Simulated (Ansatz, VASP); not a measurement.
Mo: VASP beside Ansatz

```
CELL_PARAMETERS angstrom
-1.57100 1.57100 1.69668
1.57100 -1.57100 1.69668
1.57100 1.57100 -1.69668
ATOMIC_POSITIONS crystal
Mo 0.00000 0.00000 0.00000
```

Change from the starting cell: strain +0.000 along x and y, +0.080 along z, atoms carried along.

Alike in both runs: task single point; functional PBE; k mesh 22 × 22 × 22; occupations gaussian, width 0.15 eV; no spin polarisation.

|  | VASP | Ansatz |
| --- | --- | --- |
| version | VASP 6.6.1 | Ansatz 0.2.0 |
| potentials or method | VASP PAW PBE potentials, release 64 (Mo_sv), cutoff 520 eV | scalar-relativistic, plane waves, PAW |
| valence electrons in the cell | 14 | 14 |

Ansatz gave:

| Item | Value |
| --- | --- |
| gap on the k mesh at the Fermi level (eV) | none |
| pressure (GPa) | -12.8 |
| traceless stress, the component that is largest in VASP (GPa) | -12.10 |

Problem. What did VASP give for the same quantities?

Solution. gap on the k mesh at the Fermi level (eV): none; pressure (GPa): -12.4; traceless stress, the component that is largest in VASP (GPa): -12.09.

A gap of «none» marks a metal or a gap that the smearing closes.
